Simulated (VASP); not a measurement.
# AlN2O2 (I4/mmm) in VASP: single point with PBE

Aim: the single point of AlN2O2 with PBE.

Everything below comes from runs of VASP 6.6.1. Logs are shortened: lines on timing, memory, paths and dates and some standing lists are left out, and cuts for length are marked.

### 1 The cell of the first run

Symmetry: I4/mmm, No. 139, tetragonal system. The conventional cell has a = 3.500 Å, b = 3.500 Å, c = 8.203 Å, α = 90.00°, β = 90.00°, γ = 90.00°. Al (site symmetry 4/mmm) has 10 O at 2.67 to 3.09 Å and 8 N at 2.70 Å and 4 Al at 3.50 Å within 3.5 Å. Within 2.7 Å of N (site symmetry -4m2) lie 4 O at 2.03 Å and 4 N at 2.47 Å and 4 Al at 2.70 Å. O (site symmetry 4mm) has 1 O at 2.03 Å and 4 N at 2.03 Å and 4 Al at 2.67 Å within 2.7 Å.

### 2 Single point, PBE

INCAR

```
PREC     = Accurate       # precision mode
ENCUT    = 520            # plane-wave cutoff, eV
EDIFF    = 1E-7           # SCF threshold, eV
ISMEAR   = 0              # smearing method
SIGMA    = 0.1            # smearing width, eV
LREAL    = False          # projectors in reciprocal space
LASPH    = True           # aspherical terms in the spheres
NELM     = 80             # most SCF steps
ALGO     = Normal         # electronic algorithm
ISIF     = 2              # what is computed and relaxed
LWAVE    = False          # write WAVECAR
LCHARG   = False          # write CHGCAR
GGA      = PE             # functional
NBANDS   = 20             # bands
```

KPOINTS

```
Automatic mesh
0
Gamma
  8 8 8
```

POSCAR

```
AlN2O2
1.0
   -1.7498240900      1.7498240900      4.1016137400
    1.7498240900     -1.7498240900      4.1016137400
    1.7498240900      1.7498240900     -4.1016137400
Al N O
1 2 2
Direct
    0.0000000000      0.0000000000      0.0000000000
    0.7500000000      0.2500000000      0.5000000000
    0.2500000000      0.7500000000      0.5000000000
    0.6237927700      0.6237927700      0.0000000000
    0.3762072300      0.3762072300      0.0000000000
```

Potentials or basis: VASP PAW PBE potentials, release 64 (Al, N, O).

Run with:

```bash
cat potpaw_PBE.64/Al/POTCAR potpaw_PBE.64/N/POTCAR potpaw_PBE.64/O/POTCAR > POTCAR
mpirun -np 1 vasp_std > vasp.out
```

OUTCAR:

```text
PREC = Accurate
   ENCUT = 520
   EDIFF = 1E-7
   ISMEAR = 0
   LREAL = False
   LASPH = True
   NELM = 80
   ISIF = 2
   GGA = PE

 ion  position               nearest neighbor table
   1  0.000  0.000  0.000-
   2  0.750  0.250  0.500-
   3  0.250  0.750  0.500-
   4  0.624  0.624  0.000-
   5  0.376  0.376  0.000-

  LATTYP: Found a body centered tetragonal cell.
 ALAT       =     3.4996481800
 C/A-ratio  =     2.3440149004

  Lattice vectors:

 A1 = (  -1.7498240900,   1.7498240900,   4.1016137400)
 A2 = (   1.7498240900,  -1.7498240900,   4.1016137400)
 A3 = (   1.7498240900,   1.7498240900,  -4.1016137400)

Analysis of symmetry for initial positions (statically):
=====================================================================
 Subroutine PRICEL returns:
 Original cell was already a primitive cell.

 Routine SETGRP: Setting up the symmetry group for a
 body centered tetragonal supercell.

 Subroutine GETGRP returns: Found 16 space group operations
 (whereof 16 operations were pure point group operations)
 out of a pool of 16 trial point group operations.

The static configuration has the point symmetry D_4h.

Analysis of symmetry for dynamics (positions and initial velocities):
=====================================================================
 Subroutine PRICEL returns:
 Original cell was already a primitive cell.

 Routine SETGRP: Setting up the symmetry group for a
 body centered tetragonal supercell.

 Subroutine GETGRP returns: Found 16 space group operations
 (whereof 16 operations were pure point group operations)
 out of a pool of 16 trial point group operations.

The dynamic configuration has the point symmetry D_4h.

 Subroutine INISYM returns: Found 16 space group operations
 (whereof 16 operations are pure point group operations),
 and found     1 'primitive' translations

----------------------------------------------------------------------------------------

                                     Primitive cell

  volume of cell :      50.2347

  direct lattice vectors                    reciprocal lattice vectors
    -1.749824090  1.749824090  4.101613740     0.000000000  0.285743009  0.121903239
     1.749824090 -1.749824090  4.101613740     0.285743009  0.000000000  0.121903239
     1.749824090  1.749824090 -4.101613740     0.285743009  0.285743009  0.000000000

  length of vectors
     4.790303118  4.790303118  4.790303118     0.310659728  0.310659728  0.404101638

  position of ions in fractional coordinates (direct lattice)
     0.000000000  0.000000000  0.000000000
     0.750000000  0.250000000  0.500000000
     0.250000000  0.750000000  0.500000000
     0.623792770  0.623792770  0.000000000
     0.376207230  0.376207230  0.000000000

  ion indices of the primitive-cell ions
   primitive index   ion index
                 1           1
                 2           2
                 3           3
                 4           4
                 5           5

----------------------------------------------------------------------------------------

 KPOINTS: Automatic mesh

Automatic generation of k-mesh.
 Grid dimensions read from file:
 generate k-points for:    8    8    8

 Generating k-lattice:

  Cartesian coordinates                     Fractional coordinates (reciprocal lattice)
     0.000000000  0.035717876  0.015237905     0.125000000  0.000000000  0.000000000
     0.035717876  0.000000000  0.015237905     0.000000000  0.125000000  0.000000000
     0.035717876  0.035717876  0.000000000     0.000000000  0.000000000  0.125000000

  Length of vectors
     0.038832466  0.038832466  0.050512705

  Shift w.r.t. Gamma in fractional coordinates (k-lattice)
     0.000000000  0.000000000  0.000000000

 Subroutine IBZKPT returns following result:
 ===========================================

 Found     59 irreducible k-points:

 Following reciprocal coordinates:
            Coordinates               Weight
  0.000000  0.000000  0.000000      1.000000
  0.125000  0.000000 -0.000000      8.000000
  0.250000  0.000000 -0.000000      8.000000
  0.375000  0.000000 -0.000000      8.000000
  0.500000  0.000000 -0.000000      4.000000
  0.125000  0.125000 -0.000000      8.000000
[... 16 lines left out ...]
  0.250000  0.125000  0.125000     16.000000
  0.375000  0.125000  0.125000      8.000000
 [... further k-points ...]
   k-points           NKPTS =     59   k-points in BZ     NKDIM =     59   number of bands    NBANDS=     20
   number of dos      NEDOS =    301   number of ions     NIONS =      5
   total plane-waves  NPLWV =  46656
   dimension x,y,z NGX =    36 NGY =   36 NGZ =   36
   dimension x,y,z NGXF=    72 NGYF=   72 NGZF=   72
   ions per type =               1   2   2
   NGX,Y,Z   is equivalent  to a cutoff of  12.49, 12.49, 12.49 a.u.
   NGXF,Y,Z  is equivalent  to a cutoff of  24.99, 24.99, 24.99 a.u.
 SYSTEM =  unknown system
   PREC   = accura    normal or accurate (medium, high low for compatibility)
   ISTART =      0    job   : 0-new  1-cont  2-samecut
   ICHARG =      2    charge: 1-file 2-atom 10-const
   ISPIN  =      1    spin polarized calculation?
   LNONCOLLINEAR =      F non collinear calculations
   LSORBIT =      F    spin-orbit coupling
   LASPH  =      T    aspherical Exc in radial PAW
   ENCUT  =  520.0 eV  38.22 Ry    6.18 a.u.   8.91  8.91  8.91*2*pi/ulx,y,z
   NELM   =     80;   NELMIN=  2; NELMDL= -5     # of ELM steps
   EDIFF  = 0.1E-06   stopping-criterion for ELM
   LREAL  =      F    real-space projection
   EDIFFG = 0.1E-05   stopping-criterion for IOM
   NSW    =      0    number of steps for IOM
   IBRION =     -1    ionic relax: 0-MD 1-quasi-New 2-CG
   NFREE  =      0    steps in history (QN), initial steepest desc. (CG)
   ISIF   =      2    stress and relaxation
   ISYM   =      2    0-nonsym 1-usesym 2-fastsym
   POTIM  = 0.5000    time-step for ionic-motion
   TEBEG  =    0.0;   TEEND  =   0.0 temperature during run
   PSTRESS=    0.0 pullay stress
   NELECT =      25.0000    total number of electrons
   NUPDOWN=      -1.0000    fix difference up-down
   EMIN   =  10.00;   EMAX   =-10.00  energy-range for DOS
   EFERMI =   0.00;   METHOD = LEGACY
   ISMEAR =     0;   SIGMA  =   0.10  broadening in eV -4-tet -1-fermi 0-gaus
   EFERMI_NEDOS =   21; number of points for ismear=-14 and -15
   IALGO  =     38    algorithm
   IMIX   =      4    mixing-type and parameters
     AMIX     =   0.40;   BMIX     =  1.00
     AMIX_MAG =   1.60;   BMIX_MAG =  1.00
  volume/ion in A,a.u.               =      10.05        67.80
  Fermi-wavevector in a.u.,A,eV,Ry     =   1.297340  2.451616 22.899828  1.683090
  Thomas-Fermi vector in A             =   2.428738
   LORBIT       =      0    0 simple, 1 ext, 2 COOP (PROOUT), +10 PAW based schemes
   GGA     = PE    functional components
   LHFCALC =     F    Hartree Fock is set to
   AEXX    =    0.0000 exact exchange contribution
   IVDW    =     0    specifies the selected vdW correction
   LEPSILON=     F    determine dielectric tensor
   LRPA    =     F    only Hartree local field effects (RPA)
 non-spin polarized calculation
 Gauss-broadening in eV      SIGMA  =   0.10
  energy-cutoff  :      520.00
  volume of cell :       50.23
 maximum number of plane-waves:      1396
   NGX = 17   NGY = 17   NGZ = 17

 number of electron      25.0000001 magnetization

 Free energy of the ion-electron system (eV)
  ---------------------------------------------------
  ext. energy  EPLUGINS =         0.00000000
  ---------------------------------------------------
  free energy    TOTEN  =       -19.12583148 eV

  energy without entropy =      -19.09976400  energy(sigma->0) =      -19.11279774

 E-fermi :   5.4418     XC(G=0): -11.1599

 val. band max:        5.4349143907   @ k =  -0.3750   0.3750   0.3750
 cond. band min:       5.4479022786   @ k =   0.5000   0.2500  -0.0000
 fundamental gap:      0.0129878879
 Fermi energy:         5.4418469684

 k-point     1 :       0.0000    0.0000    0.0000
  band No.  band energies     occupation
      1     -15.4116      2.00000
      2     -12.4849      2.00000
      3      -8.0809      2.00000
      4      -6.6668      2.00000
      5      -1.0244      2.00000
      6      -1.0244      2.00000
[... 12 lines left out ...]
     19      13.1302      0.00000
     20      13.1302      0.00000

 k-point     2 :       0.1250    0.0000   -0.0000
  band No.  band energies     occupation
      1     -15.3058      2.00000
      2     -12.5417      2.00000
      3      -8.0883      2.00000
      4      -6.9185      2.00000
      5      -0.9709      2.00000
      6      -0.9505      2.00000
[... 12 lines left out ...]
     19      12.7563      0.00000
     20      12.9753      0.00000

 k-point     3 :       0.2500    0.0000   -0.0000
  band No.  band energies     occupation
      1     -15.0118      2.00000
      2     -12.7161      2.00000
      3      -8.1306      2.00000
      4      -7.4536      2.00000
      5      -1.1885      2.00000
      6      -0.7377      2.00000
[... 12 lines left out ...]
     19      12.4072      0.00000
     20      12.6233      0.00000

 k-point     4 :       0.3750    0.0000   -0.0000
  band No.  band energies     occupation
      1     -14.6214      2.00000
      2     -12.9878      2.00000
      3      -8.2221      2.00000
      4      -7.8979      2.00000
      5      -1.1984      2.00000
      6      -0.4321      2.00000
[... 12 lines left out ...]
     19      12.0594      0.00000
     20      12.2779      0.00000

 k-point     5 :       0.5000    0.0000   -0.0000
  band No.  band energies     occupation
      1     -14.3949      2.00000
      2     -13.1664      2.00000
      3      -8.2893      2.00000
      4      -8.0446      2.00000
      5      -0.9843      2.00000
      6      -0.3046      2.00000
[... 12 lines left out ...]
     19      11.9085      0.00000
     20      12.1325      0.00000
[... 353 lines left out ...]
      6      -1.6175      2.00000
[... 12 lines left out ...]
     19      10.3653      0.00000
     20      11.4967      0.00000

 k-point    22 :       0.1250    0.1250    0.1250
  band No.  band energies     occupation
      1     -14.7206      2.00000
      2     -12.6689      2.00000
      3      -8.3579      2.00000
      4      -7.9871      2.00000
      5      -1.8658      2.00000
      6      -0.5875      2.00000
[... 12 lines left out ...]
     19      11.2126      0.00000
     20      12.0300      0.00000

 k-point    23 :       0.2500    0.1250    0.1250
  band No.  band energies     occupation
      1     -14.3857      2.00000
      2     -12.8170      2.00000
      3      -8.4772      2.00000
      4      -8.3327      2.00000
      5      -1.9560      2.00000
      6      -0.9934      2.00000
[... 12 lines left out ...]
     19      10.8089      0.00000
     20      11.7929      0.00000

 k-point    24 :       0.3750    0.1250    0.1250
  band No.  band energies     occupation
      1     -14.2061      2.00000
      2     -12.9187      2.00000
      3      -8.5679      2.00000
      4      -8.4363      2.00000
      5      -1.7588      2.00000
      6      -1.4372      2.00000
[... 12 lines left out ...]
     19      10.6841      0.00000
     20      11.7085      0.00000

 [... further k-points ...]
[... 5 lines left out ...]
  --------------------------------------------------------------------------------------
  -------------------------------------------------------------------------------------
  Total        1.9084633      1.9084633     -3.2226699      0.0000000      0.0000000     -0.0000000
  in kB       60.8682574     60.8682574   -102.7833739      0.0000000      0.0000000     -0.0000000
  external PRESSURE =       6.3177136 kB  Pullay stress =       0.0000000 kB

 VOLUME and BASIS-vectors are now :
 -----------------------------------------------------------------------------
  energy-cutoff  :      520.00
  volume of cell :       50.23
      direct lattice vectors                 reciprocal lattice vectors
    -1.749824090  1.749824090  4.101613740     0.000000000  0.285743009  0.121903239
     1.749824090 -1.749824090  4.101613740     0.285743009  0.000000000  0.121903239
     1.749824090  1.749824090 -4.101613740     0.285743009  0.285743009  0.000000000

 POSITION                                       TOTAL-FORCE (eV/Angst)
 -----------------------------------------------------------------------------------
      0.00000      0.00000      0.00000        -0.000000     -0.000000      0.000000
     -0.00000      1.74982      2.05081        -0.000000     -0.000000      0.000000
      1.74982     -0.00000      2.05081        -0.000000     -0.000000      0.000000
      0.00000      0.00000      5.11711        -0.000000     -0.000000      1.499353
      0.00000      0.00000      3.08611         0.000000      0.000000     -1.499353
 -----------------------------------------------------------------------------------
    total drift:                                0.000000      0.000000     -0.000000

  FREE ENERGIE OF THE ION-ELECTRON SYSTEM (eV)
  ---------------------------------------------------
  free  energy   TOTEN  =       -19.1258314758 eV

  energy  without entropy=      -19.0997639990  energy(sigma->0) =      -19.11279774
```

Run time: 99 s. Hardware: 1 thread of Intel Xeon Platinum 8259CL at 2.50GHz (Skylake/Cascade Lake), shared host; peak memory 0.22 GiB.

Results:

```yaml
Free_energy: -19.1258 eV
Pressure: 0.6 GPa
Largest_force: 1.499 eV/Å
```

Forces on the atoms (eV/Å):
```
Al   0.000  0.000  0.000
N    0.000  0.000  0.000
N    0.000  0.000  0.000
O    0.000  0.000  1.499
O    0.000  0.000 -1.499
```

Caveat: an odd number of electrons without spin polarisation forces a metal; a magnetic or distorted state may lie lower.
